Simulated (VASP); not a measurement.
A run of VASP 6.6.1 is set up as follows.

Contents of INCAR:

```
PREC = Accurate
ENCUT = 600
EDIFF = 1E-6
ISMEAR = -1
SIGMA = 0.02
LREAL = False
LASPH = True
NELM = 100
ALGO = Normal
ISIF = 3
LWAVE = False
LCHARG = False
GGA = PE
IBRION = 2
NSW = 80
EDIFFG = -0.005
```

The input KPOINTS:

```
Automatic mesh
0
Gamma
  12 12 6
```

File POSCAR:

```
LiF
1.0
    2.3837460000      0.0000000000      0.0000000000
   -1.1918730000      2.0643845922      0.0000000000
    0.0000000000      0.0000000000      3.8855059800
Li F
2 2
Direct
    0.0000000000      0.0000000000      0.0000000000
    0.0000000000      0.0000000000      0.5000000000
    0.3333333333      0.6666666667      0.2500000000
    0.6666666667      0.3333333333      0.7500000000
```

Potentials or basis: VASP PAW PBE potentials, release 64 (Li_sv, F).

The run is started by

```bash
$ cat potpaw_PBE.64/Li_sv/POTCAR potpaw_PBE.64/F/POTCAR > POTCAR
$ mpirun -np 1 vasp_std > vasp.out
```

Task: Predict the space group after relaxing (to 0.05 Å).

Result: P6_3/mmc (No. 194).

Task: Estimate the band gap on the k mesh.

Result: 9.64 eV, direct.

Final structure:
```
Li F
1.0
     2.76994    0.00000    0.00000
    -1.38497    2.39884    0.00000
     0.00000    0.00000    4.70158
Li F
2 2
Direct
  0.00000 0.00000 0.00000
  0.00000 0.00000 0.50000
  0.33333 0.66667 0.25000
  0.66667 0.33333 0.75000
```

 A k mesh can miss the band edges.
